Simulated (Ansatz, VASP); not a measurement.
# MgO: VASP beside Ansatz

```
CELL_PARAMETERS angstrom
0.00000 2.07380 2.07380
2.07380 0.00000 2.07380
2.07380 2.07380 0.00000
ATOMIC_POSITIONS crystal
Mg 0.00000 0.00000 0.00000
O 0.50000 0.50000 0.50000
```

Alike in both runs: task single point; functional r2SCAN; k mesh 8 × 8 × 8; occupations gaussian, width 0.05 eV; no spin polarisation.

|  | VASP | Ansatz |
| --- | --- | --- |
| version | VASP 6.6.1 | Ansatz 0.2.0 |
| potentials or method | VASP PAW PBE potentials, release 64 (Mg_sv, O), cutoff 660 eV | scalar-relativistic, plane waves, PAW |
| valence electrons in the cell | 16 | 16 |

Ansatz gave:

| Item | Value |
| --- | --- |
| gap on the k mesh at the Fermi level (eV) | 6.11 |
| least direct gap on the mesh (eV) | 6.11 |
| pressure (GPa) | 7.4 |

Estimate VASP's values.

gap on the k mesh at the Fermi level (eV): 6.14; least direct gap on the mesh (eV): 6.14; pressure (GPa): 6.9.

VASP's potentials were made for PBE, not for r2SCAN. The functional is the same, so the differences come from potentials, cutoffs and numerics.
